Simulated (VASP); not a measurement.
A run of VASP 6.6.1:

The input INCAR:

```
PREC     = Accurate       # precision mode
ENCUT    = 520            # plane-wave cutoff, eV
EDIFF    = 1E-8           # SCF threshold, eV
ISMEAR   = -1             # smearing method
SIGMA    = 0.08           # smearing width, eV
LREAL    = F              # projectors in reciprocal space
LASPH    = T              # aspherical terms in the spheres
NELM     = 80             # most SCF steps
ALGO     = Normal         # electronic algorithm
ISIF     = 2              # what is computed and relaxed
LWAVE    = F              # write WAVECAR
LCHARG   = F              # write CHGCAR
GGA      = PE             # functional
LEFG     = T            
NBANDS   = 11             # bands
```

File KPOINTS:

```
regular mesh
0
Gamma
  20 20 20
```

File POSCAR:

```
C
1.0
    0.0000000000      1.7981395114      1.7981395114
    1.7981395114      0.0000000000      1.7981395114
    1.7981395114      1.7981395114      0.0000000000
C
2
Direct
    0.5000000000      0.5000000000      0.5000000000
    0.7500000000      0.7500000000      0.7500000000
```

Potentials or basis: VASP PAW PBE potentials, release 64 (C).

Command:

```console
$ cat potpaw_PBE.64/C/POTCAR > POTCAR
$ mpirun -np 1 vasp_std > vasp.out
```

Hardware: 1 thread of AMD EPYC 7R13, on a shared host.

Q: How long does it take, and how much memory?

A: Run time: 64 s on 1 thread of AMD EPYC 7R13 (shared host), peak memory 0.11 GiB. Counts: scf iterations 13, k points 256.
